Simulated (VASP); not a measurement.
# NiO2 (R-3m) in VASP: a series of runs

The runs below take NiO2 through single point, with LDA+U.

Program: VASP 6.6.1. These are calculated values, not measurements. Logs are shortened: lines on timing, memory, paths and dates and some standing lists are left out, and cuts for length are marked.

## 1. The cell of the first run

It takes space group R-3m (No. 166, trigonal). Conventional cell: a = 2.804 Å, b = 2.804 Å, c = 20.923 Å, α = 90.00°, β = 90.00°, γ = 120.00°. Within 2.5 Å of Ni (site symmetry -3m) lie 6 O at 1.88 Å. O (site symmetry 3m) has 3 Ni at 1.88 Å and 3 O at 2.50 Å within 2.5 Å.

## 2. Single point, LDA+U, collinear spin, ferromagnetic start

Contents of INCAR:

```
SYSTEM = NiO2
PREC = Accurate ; ENCUT = 700
EDIFF = 1E-6 ; ISMEAR = -1
SIGMA = 0.1 ; LREAL = .False.
LASPH = .True. ; NELM = 200
ALGO = Normal ; ISIF = 2
LWAVE = .False. ; LCHARG = .False.
ISPIN = 2 ; MAGMOM = 1 0 0
LORBIT = 11 ; LMAXMIX = 4
LDAU = .True. ; LDAUTYPE = 2
LDAUL = 2 -1 ; LDAUU = 5 0
LDAUJ = 0 0 ; LDAUPRINT = 1
GGA = CA ; NBANDS = 26
GGA_COMPAT = .False.
```

Contents of KPOINTS:

```
Automatic mesh
0
Gamma
  4 4 4
  0 0 0
```

Contents of POSCAR:

```
NiO2
1.0
    1.4021290000      0.8095195556      6.9742946667
   -1.4021290000      0.8095195556      6.9742946667
    0.0000000000     -1.6190391112      6.9742946667
Ni O
1 2
Direct
    0.0000000000      0.0000000000      0.0000000000
    0.6212106667      0.6212106667      0.6212106667
    0.3787893333      0.3787893333      0.3787893333
```

Potentials or basis: VASP PAW LDA potentials, release 64 (Ni_sv_GW, O).

On the command line:

```
$ cat potpaw_LDA.64/Ni_sv_GW/POTCAR potpaw_LDA.64/O/POTCAR > POTCAR
$ mpirun -np 1 vasp_std > vasp.out
```

OUTCAR:

```text
SYSTEM = NiO2
   PREC = Accurate
   ENCUT = 700
   EDIFF = 1E-6
   ISMEAR = -1
   LREAL = .False.
   LASPH = .True.
   NELM = 200
   ISIF = 2
   ISPIN = 2
   LORBIT = 11
   GGA = CA

 ion  position               nearest neighbor table
   1  0.000  0.000  0.000-   2 1.88   2 1.88   3 1.88   3 1.88   2 1.88   3 1.88
   2  0.621  0.621  0.621-   1 1.88   1 1.88   1 1.88
   3  0.379  0.379  0.379-   1 1.88   1 1.88   1 1.88

  LATTYP: Found a trigonal (rhomboedric) cell.
 ALAT       =     7.1597537487
 COS(alpha) =     0.9232974560

  Lattice vectors:

 A1 = (   1.4021290000,   0.8095195556,   6.9742946667)
 A2 = (  -1.4021290000,   0.8095195556,   6.9742946667)
 A3 = (   0.0000000000,  -1.6190391112,   6.9742946667)

Analysis of symmetry for initial positions (statically):
=====================================================================
 Subroutine PRICEL returns:
 Original cell was already a primitive cell.

 Routine SETGRP: Setting up the symmetry group for a
 trigonal (rhombohedral) supercell.

 Subroutine GETGRP returns: Found 12 space group operations
 (whereof 12 operations were pure point group operations)
 out of a pool of 12 trial point group operations.

The static configuration has the point symmetry D_3d.

Analysis of symmetry for dynamics (positions and initial velocities):
=====================================================================
 Subroutine PRICEL returns:
 Original cell was already a primitive cell.

 Routine SETGRP: Setting up the symmetry group for a
 trigonal (rhombohedral) supercell.

 Subroutine GETGRP returns: Found 12 space group operations
 (whereof 12 operations were pure point group operations)
 out of a pool of 12 trial point group operations.

The dynamic configuration has the point symmetry D_3d.

Analysis of structural, dynamic, and magnetic symmetry:
=====================================================================
 Subroutine PRICEL returns:
 Original cell was already a primitive cell.

 Routine SETGRP: Setting up the symmetry group for a
 trigonal (rhombohedral) supercell.

 Subroutine GETGRP returns: Found 12 space group operations
 (whereof 12 operations were pure point group operations)
 out of a pool of 12 trial point group operations.

The overall configuration has the point symmetry D_3d.

 Subroutine INISYM returns: Found 12 space group operations
 (whereof 12 operations are pure point group operations),
 and found     1 'primitive' translations

----------------------------------------------------------------------------------------

                                     Primitive cell

  volume of cell :      47.4971

  direct lattice vectors                    reciprocal lattice vectors
     1.402129000  0.809519556  6.974294667     0.356600570  0.205883435  0.047794558
    -1.402129000  0.809519556  6.974294667    -0.356600570  0.205883435  0.047794558
     0.000000000 -1.619039111  6.974294667     0.000000000 -0.411766870  0.047794558

  length of vectors
     7.159753749  7.159753749  7.159753749     0.414531392  0.414531392  0.414531392

  position of ions in fractional coordinates (direct lattice)
     0.000000000  0.000000000  0.000000000
     0.621210667  0.621210667  0.621210667
     0.378789333  0.378789333  0.378789333

  ion indices of the primitive-cell ions
   primitive index   ion index
                 1           1
                 2           2
                 3           3

----------------------------------------------------------------------------------------

 KPOINTS: Automatic mesh
[... 70 lines left out ...]
   EFERMI =   0.00;   METHOD = LEGACY
   ISMEAR =    -1;   SIGMA  =   0.10  broadening in eV -4-tet -1-fermi 0-gaus
   EFERMI_NEDOS =   21; number of points for ismear=-14 and -15
   IALGO  =     38    algorithm
   IMIX   =      4    mixing-type and parameters
     AMIX     =   0.40;   BMIX     =  1.00
     AMIX_MAG =   1.60;   BMIX_MAG =  1.00
  volume/ion in A,a.u.               =      15.83       106.84
  Fermi-wavevector in a.u.,A,eV,Ry     =   1.404623  2.654352 26.843811  1.972964
  Thomas-Fermi vector in A             =   2.527166
   LORBIT       =     11    0 simple, 1 ext, 2 COOP (PROOUT), +10 PAW based schemes
 LDA+U is selected, type is set to LDAUTYPE =  2
   angular momentum for each species LDAUL =     2   -1
   U (eV)           for each species LDAUU =   5.0  0.0
   J (eV)           for each species LDAUJ =   0.0  0.0
   GGA     = CA    functional components
   LHFCALC =     F    Hartree Fock is set to
   AEXX    =    0.0000 exact exchange contribution
   IVDW    =     0    specifies the selected vdW correction
   LEPSILON=     F    determine dielectric tensor
   LRPA    =     F    only Hartree local field effects (RPA)
 spin polarized calculation
  energy-cutoff  :      700.00
  volume of cell :       47.50
 maximum number of plane-waves:      2016
 NGX is ok and might be reduce to    64
   NGX = 31   NGY = 31   NGZ = 31

 number of electron      29.9999989 magnetization       0.0000460

atom =   1  type =  1  l = 2

 onsite density matrix

spin component  1

  0.7721  0.0000  0.0000  0.2087 -0.0000
  0.0000  0.6810  0.0000 -0.0000  0.2087
  0.0000  0.0000  0.9379 -0.0000  0.0000
  0.2087 -0.0000 -0.0000  0.6810  0.0000
 -0.0000  0.2087  0.0000  0.0000  0.7721

spin component  2

  0.7721  0.0000  0.0000  0.2087 -0.0000
  0.0000  0.6810  0.0000 -0.0000  0.2087
  0.0000  0.0000  0.9379 -0.0000  0.0000
  0.2087 -0.0000 -0.0000  0.6810  0.0000
 -0.0000  0.2087  0.0000  0.0000  0.7721

 occupancies and eigenvectors

  o =  0.5130  v =  0.0000  0.0000  0.0000  0.0000  0.0000  0.6272  0.0000  0.0000 -0.7789 -0.0000      0.0000  0.0000  0.0000  0.0000  0.0000  0.0000  0.0000  0.0000  0.0000  0.0000
  o =  0.5130  v =  0.0000  0.0000  0.0000  0.0000  0.0000  0.0000 -0.7789 -0.0000 -0.0000  0.6272      0.0000  0.0000  0.0000  0.0000  0.0000  0.0000  0.0000  0.0000  0.0000  0.0000
  o =  0.5130  v = -0.6272  0.0000  0.0000  0.7789 -0.0000  0.0000  0.0000  0.0000  0.0000  0.0000      0.0000  0.0000  0.0000  0.0000  0.0000  0.0000  0.0000  0.0000  0.0000  0.0000
  o =  0.5130  v =  0.0000 -0.7789 -0.0000  0.0000  0.6272  0.0000  0.0000  0.0000  0.0000  0.0000      0.0000  0.0000  0.0000  0.0000  0.0000  0.0000  0.0000  0.0000  0.0000  0.0000
  o =  0.9379  v =  0.0000 -0.0000  1.0000  0.0000 -0.0000  0.0000  0.0000  0.0000  0.0000  0.0000      0.0000  0.0000  0.0000  0.0000  0.0000  0.0000  0.0000  0.0000  0.0000  0.0000
  o =  0.9379  v =  0.0000  0.0000  0.0000  0.0000  0.0000 -0.0000  0.0000 -1.0000 -0.0000  0.0000      0.0000  0.0000  0.0000  0.0000  0.0000  0.0000  0.0000  0.0000  0.0000  0.0000
  o =  0.9401  v =  0.0000  0.0000  0.0000  0.0000  0.0000  0.7789 -0.0000 -0.0000  0.6272 -0.0000      0.0000  0.0000  0.0000  0.0000  0.0000  0.0000  0.0000  0.0000  0.0000  0.0000
  o =  0.9401  v =  0.0000  0.0000  0.0000  0.0000  0.0000  0.0000  0.6272  0.0000  0.0000  0.7789      0.0000  0.0000  0.0000  0.0000  0.0000  0.0000  0.0000  0.0000  0.0000  0.0000
  o =  0.9401  v = -0.7789  0.0000 -0.0000 -0.6272  0.0000  0.0000  0.0000  0.0000  0.0000  0.0000      0.0000  0.0000  0.0000  0.0000  0.0000  0.0000  0.0000  0.0000  0.0000  0.0000
  o =  0.9401  v =  0.0000  0.6272  0.0000  0.0000  0.7789  0.0000  0.0000  0.0000  0.0000  0.0000      0.0000  0.0000  0.0000  0.0000  0.0000  0.0000  0.0000  0.0000  0.0000  0.0000

 number of electron      29.9999989 magnetization      -0.0000424

 Free energy of the ion-electron system (eV)
  ---------------------------------------------------
  ext. energy  EPLUGINS =         0.00000000
  ---------------------------------------------------
  free energy    TOTEN  =       -17.47561425 eV

  energy without entropy =      -17.47547894  energy(sigma->0) =      -17.47554659

 E-fermi :  -1.4489     XC(G=0):  -8.4337

 val. band max:       -2.3852939411   @ k =   0.2500   0.2500   0.0000
 cond. band min:      -0.5152542644   @ k =   0.5000   0.5000   0.2500
 fundamental gap:      1.8700396767
 Fermi energy:        -1.4489108081

 spin component 1

 k-point     1 :       0.0000    0.0000    0.0000
  band No.  band energies     occupation
      1    -104.4266      1.00000
      2     -65.4892      1.00000
      3     -65.4892      1.00000
      4     -65.1812      1.00000
      5     -20.8396      1.00000
      6     -18.4619      1.00000
[... 366 lines left out ...]
     25      20.7160      0.00000
     26      21.7080      0.00000
 Fermi energy:        -1.4489108081

 spin component 2

 k-point     1 :       0.0000    0.0000    0.0000
  band No.  band energies     occupation
      1    -104.4266      1.00000
      2     -65.4891      1.00000
      3     -65.4891      1.00000
      4     -65.1812      1.00000
      5     -20.8396      1.00000
      6     -18.4619      1.00000
[... 366 lines left out ...]
     25      20.7144      0.00000
     26      21.7079      0.00000

------------------------ aborting loop because EDIFF is reached ----------------------------------------

  FORCE on cell =-STRESS in cart. coord.  units (eV):
  Direction    XX          YY          ZZ          XY          YZ          ZX
  --------------------------------------------------------------------------------------
  -------------------------------------------------------------------------------------
  Total       -2.8044824     -2.8044824     -1.8257294     -0.0000000      0.0000000      0.0000000
  in kB      -94.6011549    -94.6011549    -61.5857346     -0.0000000      0.0000000      0.0000000
  external PRESSURE =     -83.5960148 kB  Pullay stress =       0.0000000 kB

 VOLUME and BASIS-vectors are now :
 -----------------------------------------------------------------------------
  energy-cutoff  :      700.00
  volume of cell :       47.50
      direct lattice vectors                 reciprocal lattice vectors
     1.402129000  0.809519556  6.974294667     0.356600570  0.205883435  0.047794558
    -1.402129000  0.809519556  6.974294667    -0.356600570  0.205883435  0.047794558
     0.000000000 -1.619039111  6.974294667     0.000000000 -0.411766870  0.047794558

 POSITION                                       TOTAL-FORCE (eV/Angst)
 -----------------------------------------------------------------------------------
      0.00000      0.00000      0.00000         0.000000      0.000000     -0.000000
      0.00000      0.00000     12.99752        -0.000000     -0.000000      0.864411
      0.00000      0.00000      7.92537        -0.000000      0.000000     -0.864411
 -----------------------------------------------------------------------------------
    total drift:                               -0.000000      0.000000     -0.000000

  FREE ENERGIE OF THE ION-ELECTRON SYSTEM (eV)
  ---------------------------------------------------
  free  energy   TOTEN  =       -17.4756142535 eV

  energy  without entropy=      -17.4754789351  energy(sigma->0) =      -17.47554659

 total charge

# of ion       s       p       d       f       tot
--------------------------------------------------
    1        2.234   6.458   7.657   0.026  16.376
    2        1.574   3.318   0.000   0.000   4.892
    3        1.574   3.318   0.000   0.000   4.892
--------------------------------------------------
tot          5.383  13.094   7.657   0.026  26.160

 magnetization (x)

# of ion       s       p       d       f       tot
--------------------------------------------------
    1        0.000   0.000   0.000   0.000   0.000
    2        0.000  -0.000   0.000   0.000  -0.000
    3        0.000  -0.000   0.000   0.000  -0.000
--------------------------------------------------
tot          0.000  -0.000   0.000   0.000   0.000
```

Run time: 6.4 min. Hardware: 1 thread of Intel Xeon Platinum 8259CL at 2.50GHz (Skylake/Cascade Lake), shared host; peak memory 0.47 GiB.

Results:

```yaml
Free_energy: -17.4756 eV
Pressure: -8.4 GPa
Largest_force: 0.864 eV/Å
Band_gap_on_the_k_mesh: 1.87 eV
Net_moment: 0.00 μB per cell
Valence_electrons_inside_the_program's_atomic_spheres: Ni 16.38; O 4.89
```

Forces in eV/Å, atoms in the order of the input:
```
Ni   0.000  0.000  0.000
O    0.000  0.000  0.864
O    0.000  0.000 -0.864
```

Levels at points of the mesh, in eV from the valence-band top:
Spin up:
```
           k point  band 11  band 12  band 13  band 14  band 15  band 16  band 17  band 18  band 19  band 20
(0.00, 0.00, 0.00)    -2.80    -0.56    -0.51    -0.24    -0.24     3.01     3.01     7.68    10.91    11.16
(0.50, 0.00, 0.00)    -2.59    -2.13    -1.88    -1.25    -0.99     2.35     2.90    12.64    13.21    14.00
(0.50, 0.50, 0.00)    -2.59    -2.13    -1.89    -1.25    -0.98     2.34     2.90    12.86    13.38    13.68
(0.50, 0.50, 0.50)    -2.80    -0.62    -0.48    -0.24    -0.24     3.01     3.01     8.52     9.06    11.94
```
Spin down:
```
           k point  band 11  band 12  band 13  band 14  band 15  band 16  band 17  band 18  band 19  band 20
(0.00, 0.00, 0.00)    -2.80    -0.56    -0.51    -0.24    -0.24     3.01     3.01     7.68    10.91    11.16
(0.50, 0.00, 0.00)    -2.59    -2.13    -1.88    -1.25    -0.99     2.35     2.90    12.64    13.21    14.00
(0.50, 0.50, 0.00)    -2.59    -2.13    -1.89    -1.25    -0.98     2.34     2.90    12.86    13.38    13.68
(0.50, 0.50, 0.50)    -2.80    -0.62    -0.48    -0.24    -0.24     3.01     3.01     8.52     9.06    11.94
```

Eigenvalues of the final occupation matrices:
```
    site  spin  trace               eigenvalues
site 1 d     1   3.84  0.51 0.51 0.94 0.94 0.94
site 1 d     2   3.84  0.51 0.51 0.94 0.94 0.94
```

Caveat: the k points lie up to 0.65 Å⁻¹ apart; the moments typed at the start vanished in this run.

## 3. Single point, LDA+U, collinear spin, ferromagnetic start

Contents of INCAR:

```
SYSTEM = NiO2
PREC = Accurate
ENCUT = 700
EDIFF = 1E-6
ISMEAR = -1
SIGMA = 0.1
LREAL = .False.
LASPH = .True.
NELM = 200
ALGO = Normal
ISIF = 2
LWAVE = .False.
LCHARG = .False.
ISPIN = 2
MAGMOM = 1 0 0
LORBIT = 11
LMAXMIX = 4
LDAU = .True.
LDAUTYPE = 2
LDAUL = 2 -1
LDAUU = 5 0
LDAUJ = 0 0
LDAUPRINT = 1
NBANDS = 26
GGA_COMPAT = .False.
```

Contents of KPOINTS:

```
Automatic mesh
0
Gamma
  6 6 6
  0 0 0
```

POSCAR is that of step 2.

Potentials or basis: VASP PAW LDA potentials, release 64 (Ni_sv_GW, O).

On the command line:

```
$ cat potpaw_LDA.64/Ni_sv_GW/POTCAR potpaw_LDA.64/O/POTCAR > POTCAR
$ mpirun -np 1 vasp_std > vasp.out
```

Wall time 8.2 min (1 thread of Intel Xeon 6975P-C (Granite Rapids), shared host); peak memory 0.51 GiB.

It converged, with:

* Free energy: -17.5219 eV
* Pressure: -8.6 GPa
* Largest force: 0.878 eV/Å
* Band gap on the k mesh: 1.95 eV (least direct gap 2.09 eV)
* Net moment: 0.00 μB per cell
* Valence electrons inside the program's atomic spheres: Ni 16.38; O 4.89

Forces in eV/Å, atoms in the order of the input:
```
Ni   0.000  0.000  0.000
O    0.000  0.000  0.878
O    0.000  0.000 -0.878
```

Stress tensor (GPa, compression positive):
```
-9.72  0.00  0.00
 0.00 -9.72  0.00
 0.00  0.00 -6.25
```

Levels at points of the mesh, in eV from the valence-band top:
Spin up:
| k point | band 13 | band 14 | band 15 | band 16 | band 17 | band 18 |
| --- | --- | --- | --- | --- | --- | --- |
| (0.00, 0.00, 0.00) | -0.54 | -0.31 | -0.31 | 2.97 | 2.97 | 7.63 |
| (0.50, 0.00, 0.00) | -1.94 | -1.28 | -1.05 | 2.32 | 2.86 | 12.60 |
| (0.50, 0.50, 0.00) | -1.94 | -1.28 | -1.04 | 2.31 | 2.86 | 12.82 |
| (0.50, 0.50, 0.50) | -0.52 | -0.31 | -0.31 | 2.97 | 2.97 | 8.47 |
Spin down:
| k point | band 12 | band 13 | band 14 | band 15 | band 16 | band 17 | band 18 | band 19 |
| --- | --- | --- | --- | --- | --- | --- | --- | --- |
| (0.00, 0.00, 0.00) | -0.62 | -0.54 | -0.31 | -0.31 | 2.97 | 2.97 | 7.63 | 10.86 |
| (0.50, 0.00, 0.00) | -2.16 | -1.94 | -1.28 | -1.05 | 2.32 | 2.86 | 12.60 | 13.17 |
| (0.50, 0.50, 0.00) | -2.16 | -1.94 | -1.28 | -1.04 | 2.31 | 2.86 | 12.82 | 13.34 |
| (0.50, 0.50, 0.50) | -0.67 | -0.52 | -0.31 | -0.31 | 2.97 | 2.97 | 8.47 | 9.01 |

Eigenvalues of the final occupation matrices:
```csv
site,spin,trace,eigenvalues
site 1 d,1,3.85,0.51 0.51 0.94 0.94 0.94
site 1 d,2,3.85,0.51 0.51 0.94 0.94 0.94
```

Caveat: the k points lie up to 0.43 Å⁻¹ apart; the moments typed at the start vanished in this run. A k mesh can miss the band edges.
